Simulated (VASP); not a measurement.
Input of a VASP 6.6.1 run:

Contents of INCAR:

```
SYSTEM = C
ALGO = Normal ; EDIFF = 1E-6
ENCUT = 1300 ; GGA_COMPAT = .FALSE.
ISIF = 2 ; ISMEAR = -1
LASPH = .TRUE. ; LCHARG = .FALSE.
LREAL = .FALSE. ; LWAVE = .FALSE.
NBANDS = 8 ; NELM = 120
PREC = Accurate ; SIGMA = 0.1
```

Contents of KPOINTS:

```
k-points
0
G
  20 20 20
  0 0 0
```

Contents of POSCAR:

```
C
1.0
    1.7207474417      0.0000000000      0.0000000000
    0.0000000000      1.7207474417      0.0000000000
    0.0000000000      0.0000000000      1.7207474417
C
1
Direct
    0.0000000000      0.0000000000      0.0000000000
```

Potentials or basis: VASP PAW LDA potentials, release 64 (C_h).

Launch:

```sh
$ cat potpaw_LDA.64/C_h/POTCAR > POTCAR
$ mpirun -np 1 vasp_std > vasp.out
```

(1) What does it give for the pressure?

(2) Predict the band gap on the k mesh.

## Answers

(1) 19.0 GPa.

(2) zero (bands 2 and 3 overlap by 11.93 eV).

Caveat: the cell stands under pressure.
